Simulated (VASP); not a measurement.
# CdSe (Pmmm) in VASP: a series of runs

The runs below take CdSe through relaxation of cell and atoms, single point, with PBE.

Everything below comes from runs of VASP 6.6.1. Logs are shortened: lines on timing, memory, paths and dates and some standing lists are left out, and cuts for length are marked.

## (1) The cell of the first run

It takes space group Pmmm (No. 47, orthorhombic). Conventional cell: a = 3.789 Å, b = 4.277 Å, c = 9.882 Å, α = 90.00°, β = 90.00°, γ = 90.00°. Cd (site symmetry mm2) has 4 Se at 2.57 to 2.59 Å within 3.4 Å. Within 3.4 Å of Cd (site symmetry mmm) lie 4 Se at 2.59 Å. Within 3.4 Å of Se (site symmetry mm2) lie 4 Cd at 2.57 to 2.59 Å. Within 3.4 Å of Se (site symmetry mmm) lie 4 Cd at 2.59 Å.

## (2) Relaxation of cell and atoms, PBE

The input, INCAR:

```
SYSTEM = CdSe
PREC     = Accurate       ! precision mode
ENCUT    = 600            ! plane-wave cutoff, eV
EDIFF    = 1E-7           ! SCF threshold, eV
ISMEAR   = 0              ! smearing method
SIGMA    = 0.1            ! smearing width, eV
LREAL    = .FALSE.        ! projectors in reciprocal space
LASPH    = .TRUE.         ! aspherical terms in the spheres
NELM     = 80             ! most SCF steps
ALGO     = Normal         ! electronic algorithm
ISIF     = 3              ! what is computed and relaxed
LWAVE    = .FALSE.        ! write WAVECAR
LCHARG   = .FALSE.        ! write CHGCAR
GGA      = PE             ! functional
IBRION   = 2              ! ionic algorithm
NSW      = 90             ! ionic steps
EDIFFG   = -0.04          ! ionic threshold
```

The input, KPOINTS:

```
Automatic mesh
0
G
  4 4 2
  0 0 0
```

The input, POSCAR:

```
CdSe
1.0
    3.7891502800      0.0000000000      0.0000000000
    0.0000000000      4.2770741000      0.0000000000
    0.0000000000      0.0000000000      9.8822434000
Cd Se
3 3
Direct
    0.5000000000      0.5000000000      0.1780484600
    0.5000000000      0.5000000000      0.8219515400
    0.0000000000      0.0000000000      0.5000000000
    0.5000000000      0.0000000000      0.3219515400
    0.0000000000      0.5000000000      0.0000000000
    0.5000000000      0.0000000000      0.6780484600
```

Potentials or basis: VASP PAW PBE potentials, release 64 (Cd, Se).

Command:

```sh
> cat potpaw_PBE.64/Cd/POTCAR potpaw_PBE.64/Se/POTCAR > POTCAR
> mpirun -np 1 vasp_std > vasp.out
```

OUTCAR:

```text
SYSTEM = CdSe
   PREC = Accurate
   ENCUT = 600
   EDIFF = 1E-7
   ISMEAR = 0
   LREAL = .FALSE.
   LASPH = .TRUE.
   NELM = 80
   ISIF = 3
   GGA = PE
   IBRION = 2
   NSW = 90
   EDIFFG = -0.04

 ion  position               nearest neighbor table
   1  0.500  0.500  0.178-   4 2.57   4 2.57   5 2.59   5 2.59   2 3.52
   2  0.500  0.500  0.822-   6 2.57   6 2.57   5 2.59   5 2.59   1 3.52
   3  0.000  0.000  0.500-   4 2.59   6 2.59   4 2.59   6 2.59
   4  0.500  0.000  0.322-   1 2.57   1 2.57   3 2.59   3 2.59
   5  0.000  0.500  0.000-   1 2.59   2 2.59   1 2.59   2 2.59
   6  0.500  0.000  0.678-   2 2.57   2 2.57   3 2.59   3 2.59

  LATTYP: Found a simple orthorhombic cell.
 ALAT       =     3.7891502800
 B/A-ratio  =     1.1287686642
 C/A-ratio  =     2.6080368077

  Lattice vectors:

 A1 = (   3.7891502800,   0.0000000000,   0.0000000000)
 A2 = (   0.0000000000,   4.2770741000,   0.0000000000)
 A3 = (   0.0000000000,   0.0000000000,   9.8822434000)

Analysis of symmetry for initial positions (statically):
=====================================================================
 Subroutine PRICEL returns:
 Original cell was already a primitive cell.

 Routine SETGRP: Setting up the symmetry group for a
 simple orthorhombic supercell.

 Subroutine GETGRP returns: Found  8 space group operations
 (whereof  8 operations were pure point group operations)
 out of a pool of  8 trial point group operations.

The static configuration has the point symmetry D_2h.

Analysis of symmetry for dynamics (positions and initial velocities):
=====================================================================
 Subroutine PRICEL returns:
 Original cell was already a primitive cell.

 Routine SETGRP: Setting up the symmetry group for a
 simple orthorhombic supercell.

 Subroutine GETGRP returns: Found  8 space group operations
 (whereof  8 operations were pure point group operations)
 out of a pool of  8 trial point group operations.

The dynamic configuration has the point symmetry D_2h.

 Subroutine INISYM returns: Found  8 space group operations
 (whereof  8 operations are pure point group operations),
 and found     1 'primitive' translations

----------------------------------------------------------------------------------------

                                     Primitive cell

  volume of cell :     160.1563

  direct lattice vectors                    reciprocal lattice vectors
     3.789150280  0.000000000  0.000000000     0.263911412  0.000000000  0.000000000
     0.000000000  4.277074100  0.000000000     0.000000000  0.233804694  0.000000000
     0.000000000  0.000000000  9.882243400     0.000000000  0.000000000  0.101191598

  length of vectors
     3.789150280  4.277074100  9.882243400     0.263911412  0.233804694  0.101191598

  position of ions in fractional coordinates (direct lattice)
     0.500000000  0.500000000  0.178048460
     0.500000000  0.500000000  0.821951540
     0.000000000  0.000000000  0.500000000
     0.500000000  0.000000000  0.321951540
     0.000000000  0.500000000  0.000000000
     0.500000000  0.000000000  0.678048460

  ion indices of the primitive-cell ions
   primitive index   ion index
                 1           1
                 2           2
                 3           3
                 4           4
                 5           5
                 6           6

----------------------------------------------------------------------------------------

 KPOINTS: Automatic mesh

Automatic generation of k-mesh.
 Grid dimensions read from file:
 generate k-points for:    4    4    2

 Generating k-lattice:

  Cartesian coordinates                     Fractional coordinates (reciprocal lattice)
     0.065977853  0.000000000  0.000000000     0.250000000  0.000000000  0.000000000
     0.000000000  0.058451173  0.000000000     0.000000000  0.250000000  0.000000000
     0.000000000  0.000000000  0.050595799     0.000000000  0.000000000  0.500000000

  Length of vectors
     0.065977853  0.058451173  0.050595799

  Shift w.r.t. Gamma in fractional coordinates (k-lattice)
     0.000000000  0.000000000  0.000000000

 Subroutine IBZKPT returns following result:
 ===========================================

 Found     18 irreducible k-points:

 Following reciprocal coordinates:
            Coordinates               Weight
  0.000000  0.000000  0.000000      1.000000
  0.250000  0.000000  0.000000      2.000000
  0.500000  0.000000  0.000000      1.000000
  0.000000  0.250000  0.000000      2.000000
  0.250000  0.250000  0.000000      4.000000
  0.500000  0.250000  0.000000      2.000000
[... 10 lines left out ...]
  0.250000  0.500000  0.500000      2.000000
  0.500000  0.500000  0.500000      1.000000
   k-points           NKPTS =     18   k-points in BZ     NKDIM =     18   number of bands    NBANDS=     32
   number of dos      NEDOS =    301   number of ions     NIONS =      6
   total plane-waves  NPLWV =  86400
   dimension x,y,z NGX =    30 NGY =   36 NGZ =   80
   dimension x,y,z NGXF=    60 NGYF=   72 NGZF=  160
   ions per type =               3   3
   NGX,Y,Z   is equivalent  to a cutoff of  13.16, 13.99, 13.46 a.u.
   NGXF,Y,Z  is equivalent  to a cutoff of  26.32, 27.99, 26.92 a.u.
 SYSTEM =  CdSe
   PREC   = accura    normal or accurate (medium, high low for compatibility)
   ISTART =      0    job   : 0-new  1-cont  2-samecut
   ICHARG =      2    charge: 1-file 2-atom 10-const
   ISPIN  =      1    spin polarized calculation?
   LNONCOLLINEAR =      F non collinear calculations
   LSORBIT =      F    spin-orbit coupling
   LASPH  =      T    aspherical Exc in radial PAW
   ENCUT  =  600.0 eV  44.10 Ry    6.64 a.u.   7.57  8.54 19.74*2*pi/ulx,y,z
   NELM   =     80;   NELMIN=  2; NELMDL= -5     # of ELM steps
   EDIFF  = 0.1E-06   stopping-criterion for ELM
   LREAL  =      F    real-space projection
   EDIFFG = -.4E-01   stopping-criterion for IOM
   NSW    =     90    number of steps for IOM
   IBRION =      2    ionic relax: 0-MD 1-quasi-New 2-CG
   NFREE  =      1    steps in history (QN), initial steepest desc. (CG)
   ISIF   =      3    stress and relaxation
   ISYM   =      2    0-nonsym 1-usesym 2-fastsym
   POTIM  = 0.5000    time-step for ionic-motion
   TEBEG  =    0.0;   TEEND  =   0.0 temperature during run
   PSTRESS=    0.0 pullay stress
   NELECT =      54.0000    total number of electrons
   NUPDOWN=      -1.0000    fix difference up-down
   EMIN   =  10.00;   EMAX   =-10.00  energy-range for DOS
   EFERMI =   0.00;   METHOD = LEGACY
   ISMEAR =     0;   SIGMA  =   0.10  broadening in eV -4-tet -1-fermi 0-gaus
   EFERMI_NEDOS =   21; number of points for ismear=-14 and -15
   IALGO  =     38    algorithm
   IMIX   =      4    mixing-type and parameters
     AMIX     =   0.40;   BMIX     =  1.00
     AMIX_MAG =   1.60;   BMIX_MAG =  1.00
  volume/ion in A,a.u.               =      26.69       180.13
  Fermi-wavevector in a.u.,A,eV,Ry     =   1.139440  2.153229 17.664756  1.298323
  Thomas-Fermi vector in A             =   2.276143
   LORBIT       =      0    0 simple, 1 ext, 2 COOP (PROOUT), +10 PAW based schemes
   GGA     = PE    functional components
   LHFCALC =     F    Hartree Fock is set to
   AEXX    =    0.0000 exact exchange contribution
   IVDW    =     0    specifies the selected vdW correction
   LEPSILON=     F    determine dielectric tensor
   LRPA    =     F    only Hartree local field effects (RPA)
 conjugate gradient relaxation of ions
 non-spin polarized calculation
 Gauss-broadening in eV      SIGMA  =   0.10
  energy-cutoff  :      600.00
  volume of cell :      160.16
 maximum number of plane-waves:      5401
   NGX = 15   NGY = 17   NGZ = 39

--------------------------------------- Ionic step        1  -------------------------------------------

 number of electron      53.9999987 magnetization

 Free energy of the ion-electron system (eV)
  ---------------------------------------------------
  ext. energy  EPLUGINS =         0.00000000
  ---------------------------------------------------
  free energy    TOTEN  =       -14.46378503 eV

  energy without entropy =      -14.45911961  energy(sigma->0) =      -14.46145232

------------------------ aborting loop because EDIFF is reached ----------------------------------------

  FORCE on cell =-STRESS in cart. coord.  units (eV):
  Direction    XX          YY          ZZ          XY          YZ          ZX
  --------------------------------------------------------------------------------------
  -------------------------------------------------------------------------------------
  Total       11.8995801      5.2612522     10.8180282      0.0000000      0.0000000      0.0000000
  in kB      119.0414112     52.6326877    108.2217474      0.0000000      0.0000000      0.0000000
  external PRESSURE =      93.2986154 kB  Pullay stress =       0.0000000 kB

 VOLUME and BASIS-vectors are now :
 -----------------------------------------------------------------------------
  energy-cutoff  :      600.00
  volume of cell :      160.16
      direct lattice vectors                 reciprocal lattice vectors
     3.789150280  0.000000000  0.000000000     0.263911412  0.000000000  0.000000000
     0.000000000  4.277074100  0.000000000     0.000000000  0.233804694  0.000000000
     0.000000000  0.000000000  9.882243400     0.000000000  0.000000000  0.101191598
[... 281 lines left out ...]
 POSITION                                       TOTAL-FORCE (eV/Angst)
 -----------------------------------------------------------------------------------
      2.05496      2.19636      1.77289         0.000000     -0.000000     -0.042014
      2.05496      2.19636      8.51822         0.000000      0.000000      0.042014
      0.00000      0.00000      5.14556        -0.000000      0.000000     -0.000000
      2.05496     -0.00000      3.31527        -0.000000      0.000000     -0.021660
      0.00000      2.19636      0.00000        -0.000000      0.000000     -0.000000
      2.05496     -0.00000      6.97584        -0.000000      0.000000      0.021660
 -----------------------------------------------------------------------------------
    total drift:                                0.000000      0.000000     -0.000000

  FREE ENERGIE OF THE ION-ELECTRON SYSTEM (eV)
  ---------------------------------------------------
  free  energy   TOTEN  =       -15.2026004998 eV

  energy  without entropy=      -15.1965466373  energy(sigma->0) =      -15.19957357

--------------------------------------- Ionic step        9  -------------------------------------------

 number of electron      53.9999996 magnetization

 Free energy of the ion-electron system (eV)
  ---------------------------------------------------
  ext. energy  EPLUGINS =         0.00000000
  ---------------------------------------------------
  free energy    TOTEN  =       -15.20354363 eV

  energy without entropy =      -15.19755977  energy(sigma->0) =      -15.20055170

 E-fermi :   0.8163     XC(G=0):  -8.4411

 val. band max:        0.7863605561   @ k =   0.5000   0.0000   0.5000
 cond. band min:       1.5310395699   @ k =   0.0000   0.5000   0.0000
 fundamental gap:      0.7446790137
 Fermi energy:         0.8163103897

 k-point     1 :       0.0000    0.0000    0.0000
  band No.  band energies     occupation
      1     -12.0145      2.00000
      2     -11.6025      2.00000
      3     -11.3550      2.00000
      4      -7.7140      2.00000
      5      -7.6827      2.00000
      6      -7.5745      2.00000
[... 641 lines left out ...]
 POSITION                                       TOTAL-FORCE (eV/Angst)
 -----------------------------------------------------------------------------------
      2.05739      2.19286      1.77407        -0.000000      0.000000     -0.037737
      2.05739      2.19286      8.54794        -0.000000      0.000000      0.037737
      0.00000      0.00000      5.16100         0.000000      0.000000      0.000000
      2.05739     -0.00000      3.32358         0.000000      0.000000      0.011980
     -0.00000      2.19286     10.32201         0.000000      0.000000      0.000000
      2.05739     -0.00000      6.99843         0.000000      0.000000     -0.011980
 -----------------------------------------------------------------------------------
    total drift:                                0.000000      0.000000      0.000000

  FREE ENERGIE OF THE ION-ELECTRON SYSTEM (eV)
  ---------------------------------------------------
  free  energy   TOTEN  =       -15.2035436295 eV

  energy  without entropy=      -15.1975597664  energy(sigma->0) =      -15.20055170

 reached required accuracy - stopping structural energy minimisation
```

Run time: 7.3 min. Hardware: 1 thread of Intel Xeon 6975P-C (Granite Rapids), shared host; peak memory 0.34 GiB.

What came out:

* Free energy: -15.2035 eV
* Relaxed volume: 31.05 Å³/atom
* Relaxed cell: a = 4.115 Å, b = 4.386 Å, c = 10.322 Å, α = 90.00°, β = 90.00°, γ = 90.00°
* Space group after relaxing (to 0.05 Å): Pmmm (No. 47)
* Energy gained by relaxing: 123.3 meV/atom
* Ionic steps: 9
* Pressure after relaxing: -0.1 GPa
* Largest force after relaxing: 0.038 eV/Å
* Band gap on the k mesh: zero (band 27 reaches 0.79 eV, above the bottom of band 28 at 0.55 eV)

Forces on the atoms (eV/Å):
```
Cd   0.000  0.000 -0.038
Cd   0.000  0.000  0.038
Cd   0.000  0.000  0.000
Se   0.000  0.000  0.012
Se   0.000  0.000  0.000
Se   0.000  0.000 -0.012
```

Stress tensor (GPa, compression positive):
```
-0.17  0.00  0.00
 0.00 -0.05  0.00
 0.00  0.00  0.04
```

The path:
| step | energy change (eV) | largest force (eV/Å) | pressure (GPa) | volume (Å³) |
| --- | --- | --- | --- | --- |
| 1 | 0.0000 | 0.4220 | 9.33 | 160.16 |
| 2 | -0.5737 | 0.5138 | -2.48 | 198.81 |
| 3 | -0.7003 | 0.4417 | 0.16 | 185.21 |
| 4 | -0.7003 | 0.4459 | 0.03 | 185.74 |
| 5 | -0.7234 | 0.2377 | -0.11 | 186.76 |
| 6 | -0.7297 | 0.0923 | -0.22 | 187.68 |
| 7 | -0.7368 | 0.0562 | -0.06 | 186.68 |
| 8 | -0.7388 | 0.0420 | 0.09 | 185.79 |
| 9 | -0.7398 | 0.0377 | -0.06 | 186.27 |

Final structure:
```cif
data_structure
_symmetry_space_group_name_H-M 'P 1'
_symmetry_Int_Tables_number 1
_cell_length_a 4.1148
_cell_length_b 4.3857
_cell_length_c 10.3220
_cell_angle_alpha 90.000
_cell_angle_beta 90.000
_cell_angle_gamma 90.000
_cell_volume 186.27
loop_
_atom_site_label
_atom_site_type_symbol
_atom_site_fract_x
_atom_site_fract_y
_atom_site_fract_z
_atom_site_occupancy
Cd1 Cd 0.50000 0.50000 0.17187 1
Cd2 Cd 0.50000 0.50000 0.82813 1
Cd3 Cd 0.00000 0.00000 0.50000 1
Se1 Se 0.50000 0.00000 0.32199 1
Se2 Se 0.00000 0.50000 0.00000 1
Se3 Se 0.50000 0.00000 0.67801 1
```

Caveat: the k points lie up to 0.38 Å⁻¹ apart in the final cell; the volume moved by over 15 % at a fixed basis, so the end points are rough.

## (3) Single point, PBE

This run uses another cell than the first one, of 30.63 Å³/atom, 1.147 times its volume.

The input, INCAR:

```
SYSTEM = CdSe
ALGO = Normal
EDIFF = 1E-6
ENCUT = 520
GGA = PE
ISIF = 2
ISMEAR = 0
LASPH = .True.
LCHARG = .False.
LREAL = .False.
LWAVE = .False.
NBANDS = 36
NELM = 100
PREC = Accurate
SIGMA = 0.1
```

The input, KPOINTS:

```
k-points
0
Gamma
  10 10 4
  0 0 0
```

The input, POSCAR:

```
CdSe
1.0
    4.0787373024      0.0000000000      0.0000000000
    0.0000000000      4.3580859701      0.0000000000
    0.0000000000      0.0000000000     10.3385908009
Cd Se
3 3
Direct
    0.5000000000      0.5000000000      0.1706838181
    0.5000000000      0.5000000000      0.8293161819
    0.0000000000      0.0000000000      0.5000000000
    0.5000000000      0.0000000000      0.3222237913
    0.0000000000      0.5000000000      0.0000000000
    0.5000000000      0.0000000000      0.6777762087
```

Potentials or basis: VASP PAW PBE potentials, release 64 (Cd, Se).

Command:

```sh
> cat potpaw_PBE.64/Cd/POTCAR potpaw_PBE.64/Se/POTCAR > POTCAR
> mpirun -np 1 vasp_std > vasp.out
```

It took 7.1 min on 1 thread of Intel Xeon 6975P-C (Granite Rapids), shared host; peak memory 0.66 GiB.

Results (log left out):

```yaml
Free_energy: -15.2871 eV
Pressure: 0.3 GPa
Largest_force: 0.003 eV/Å
Band_gap_on_the_k_mesh: zero (band 27 reaches 0.92 eV, above the bottom of band 28 at 0.65 eV)
```

Forces on the atoms (eV/Å):
```
Cd   0.000  0.000  0.003
Cd   0.000  0.000 -0.003
Cd   0.000  0.000  0.000
Se   0.000  0.000 -0.003
Se   0.000  0.000  0.000
Se   0.000  0.000  0.003
```

Stress tensor (GPa, compression positive):
```
0.29 0.00 0.00
0.00 0.16 0.00
0.00 0.00 0.30
```

Levels at points of the mesh, in eV from the Fermi level:
```tsv
k point	band 25	band 26	band 27	band 28	band 29	band 30
(0.00, 0.00, 0.00)	-0.84	-0.61	-0.50	-0.35	2.44	2.49
(0.50, 0.00, 0.00)	-1.42	-1.27	-0.08	1.32	1.92	2.56
(0.00, 0.50, 0.00)	-1.45	-0.97	-0.33	0.61	2.17	3.00
(0.50, 0.50, 0.00)	-2.25	-1.18	-1.10	1.31	1.90	2.49
(0.00, 0.00, 0.50)	-1.34	-0.24	-0.21	1.06	1.16	2.94
(0.50, 0.00, 0.50)	-1.33	-0.87	-0.08	0.80	1.90	3.27
(0.00, 0.50, 0.50)	-0.97	-0.83	-0.33	1.59	1.77	1.95
(0.50, 0.50, 0.50)	-2.27	-1.32	-1.07	1.57	1.62	2.37
```
